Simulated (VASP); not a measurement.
Here is a VASP 6.6.1 calculation.

File POSCAR:

```
Ge
1.0
   -2.6083684688      2.6083684688      1.4158017605
    2.6083684688     -2.6083684688      1.4158017605
    2.6083684688      2.6083684688     -1.4158017605
Ge
2
Direct
    0.5000000000      0.5000000000      0.0000000000
    0.2500000000      0.7500000000      0.5000000000
```

INCAR.step1

```
SYSTEM = Ge
PREC = Accurate
ENCUT = 520
ISMEAR = -1
SIGMA = 0.05
LREAL = .FALSE.
LASPH = .TRUE.
NELM = 100
NBANDS = 21
GGA = PE
ALGO = Normal
EDIFF = 1E-4
LWAVE = .TRUE.
LCHARG = .FALSE.
```

Contents of INCAR.step2:

```
SYSTEM = Ge
PREC = Accurate
ENCUT = 520
EDIFF = 1E-6
ISMEAR = -1
SIGMA = 0.05
LREAL = .FALSE.
LASPH = .TRUE.
NELM = 100
ALGO = Normal
ISIF = 2
LWAVE = .FALSE.
LCHARG = .FALSE.
METAGGA = R2SCAN
LMIXTAU = .TRUE.
NBANDS = 21
ISTART = 1
```

File KPOINTS:

```
regular mesh
0
G
  11 11 11
  0 0 0
```

Potentials or basis: VASP PAW PBE potentials, release 64 (Ge_d).

The run is started by

```sh
$ cat potpaw_PBE.64/Ge_d/POTCAR > POTCAR
$ cp INCAR.step1 INCAR
$ mpirun -np 1 vasp_std > vasp.out
$ cp INCAR.step2 INCAR
$ mpirun -np 1 vasp_std > vasp.out
```

(1) What does it give for the pressure?

(2) What does it give for the band gap on the k mesh?

Results:

(1) -2.4 GPa.

(2) zero (bands 14 and 15 overlap by 4.66 eV).

Caveat: the PAW data sets were made with another functional, which shifts forces and pressure a little.
